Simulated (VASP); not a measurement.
Wanted: the native input for a VASP 6.6.1 run.

- Task: relaxation of shape and atoms at fixed volume
- Functional: PBE
- Potentials or basis: VASP PAW PBE potentials, release 64 (Te)
- Cutoff: 600 eV
- k mesh: 12 × 12 × 6
- Occupations: gaussian, width 0.01 eV
- Spin: no spin polarisation
- Dipole correction: no
- Further INCAR settings: ALGO = Normal; EDIFF = 1e-07; IBRION = 2; EDIFFG = -0.01; NSW = 50; ISIF = 4

The structure of Te lies in POSCAR:

```
Te
1.0
    4.4730205807      0.0000000000      0.0000000000
   -2.2365102903      3.8737494545      0.0000000000
    0.0000000000      0.0000000000      5.8959348969
Te
3
Direct
    0.2682940022      0.0000000000      0.3333333333
    0.0000000000      0.2682940022      0.6666666667
    0.7317059978      0.7317059978      0.0000000000
```

These files were run (other wordings do the same):

INCAR

```
ALGO = Normal ; EDIFF = 1E-7
EDIFFG = -0.01 ; ENCUT = 600
GGA = PE ; IBRION = 2
ISIF = 4 ; ISMEAR = 0
LASPH = T ; LCHARG = F
LREAL = F ; LWAVE = F
NELM = 100 ; NSW = 50
PREC = Accurate ; SIGMA = 0.01
```

KPOINTS

```
k-points
0
Gamma
  12 12 6
```

Potentials or basis: VASP PAW PBE potentials, release 64 (Te).

Command:

```console
$ cat potpaw_PBE.64/Te/POTCAR > POTCAR
$ mpirun -np 1 vasp_std > vasp.out
```

Results of the run:

```yaml
Energy_gained_by_relaxing: 3.0 meV/atom
Ionic_steps: 6
Pressure_after_relaxing: 0.6 GPa
Largest_force_after_relaxing: 0.004 eV/Å
Band_gap_on_the_k_mesh: 0.13 eV
```

Caveat: spin-orbit coupling is left out, which moves the levels of the heavy elements.

Run time: 2.9 min on 1 thread of Intel(R) Xeon(R) 6975P-C (Granite Rapids), on a shared host, peak memory 0.33 GiB.
